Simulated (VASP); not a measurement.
Input of a VASP 6.6.1 run:

Contents of INCAR:

```
PREC     = Accurate       # precision mode
ENCUT    = 520            # plane-wave cutoff, eV
EDIFF    = 1E-7           # SCF threshold, eV
ISMEAR   = 0              # smearing method
SIGMA    = 0.05           # smearing width, eV
LREAL    = False          # projectors in reciprocal space
LASPH    = True           # aspherical terms in the spheres
NELM     = 100            # most SCF steps
ALGO     = Normal         # electronic algorithm
ISIF     = 2              # what is computed and relaxed
LWAVE    = False          # write WAVECAR
LCHARG   = False          # write CHGCAR
LDIPOL   = True         
IDIPOL   = 3            
DIPOL    = 0.5 0.5 0.502
GGA      = PS             # functional
NBANDS   = 66             # bands
```

The input KPOINTS:

```
regular mesh
0
Gamma
  4 7 1
```

POSCAR

```
GaP
1.0
    7.6911300136      0.0000000000      0.0000000000
    0.0000000000      3.8455650068      0.0000000000
    0.0000000000      0.0000000000     21.7980627345
P Ga
6 6
Direct
    0.5000000000      0.5000000000      0.3440672729
    0.0000000000      0.5000000000      0.3440672729
    0.7500000000      0.0000000000      0.4711701336
    0.2500000000      0.0000000000      0.4711701336
    0.0000000000      0.5000000000      0.5960709317
    0.5000000000      0.5000000000      0.5960709317
    0.2500000000      0.5000000000      0.4064403638
    0.7500000000      0.5000000000      0.4064403638
    0.5000000000      0.0000000000      0.5315917782
    0.0000000000      0.0000000000      0.5315917782
    0.7500000000      0.5000000000      0.6599675591
    0.2500000000      0.5000000000      0.6599675591
```

Potentials or basis: VASP PAW PBE potentials, release 64 (P, Ga_d).

Command:

```bash
$ cat potpaw_PBE.64/P/POTCAR potpaw_PBE.64/Ga_d/POTCAR > POTCAR
$ mpirun -np 1 vasp_std > vasp.out
```

(1) Predict the band gap on the k mesh.

(2) Predict the largest force.

## Answers

(1) zero (band 54 reaches -1.30 eV, above the bottom of band 55 at -1.92 eV).

(2) 0.429 eV/Å.

Caveat: the PAW data sets were made with another functional, which shifts forces and pressure a little.
